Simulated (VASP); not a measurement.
Here is a VASP 6.6.1 calculation.

The input POSCAR:

```
AlN
1.0
    0.0000000000      2.2067251766      2.1614008355
    2.2067251766      0.0000000000      2.1614008355
    2.2067251766      2.2067251766      0.0000000000
Al N
1 1
Direct
    0.0000000000      0.0000000000      0.0000000000
    0.2500000000      0.2500000000      0.2500000000
```

INCAR.step1

```
SYSTEM = AlN
PREC = Accurate
ENCUT = 520
EDIFF = 1E-5
ISMEAR = 0
SIGMA = 0.01
LREAL = .False.
LASPH = .True.
NELM = 80
ALGO = Normal
ISIF = 2
LWAVE = .True.
GGA = PE
NBANDS = 11
```

INCAR.step2

```
SYSTEM = AlN
PREC = Accurate
ENCUT = 520
EDIFF = 1E-6
ISMEAR = 0
SIGMA = 0.01
LREAL = .False.
LASPH = .True.
NELM = 80
ALGO = Normal
ISIF = 2
LWAVE = .False.
LCHARG = .True.
GGA = PE
LHFCALC = .True.
HFSCREEN = 0.2079
PRECFOCK = Normal
LELF = .True.
LVHAR = .True.
ISTART = 1
NBANDS = 11
```

KPOINTS

```
regular mesh
0
Gamma
  8 8 8
  0 0 0
```

Potentials or basis: VASP PAW PBE potentials, release 64 (Al, N).

Run with:

```sh
$ cat potpaw_PBE.64/Al/POTCAR potpaw_PBE.64/N/POTCAR > POTCAR
$ cp INCAR.step1 INCAR
$ mpirun -np 1 vasp_std > vasp.out
$ cp INCAR.step2 INCAR
$ mpirun -np 1 vasp_std > vasp.out
```

Q: What does it give for the pressure?

A: -2.7 GPa.

Q: Estimate the band gap on the k mesh.

A: 4.42 eV (least direct gap 5.39 eV).

Stress tensor (GPa, compression positive):
```
-3.66  0.00  0.00
 0.00 -3.66  0.00
 0.00  0.00 -0.84
```

Caveat: the cell differs from its parent crystal (epitaxial xy strain +1.0%); the PAW data sets were made with another functional, which shifts forces and pressure a little. A k mesh can miss the band edges.
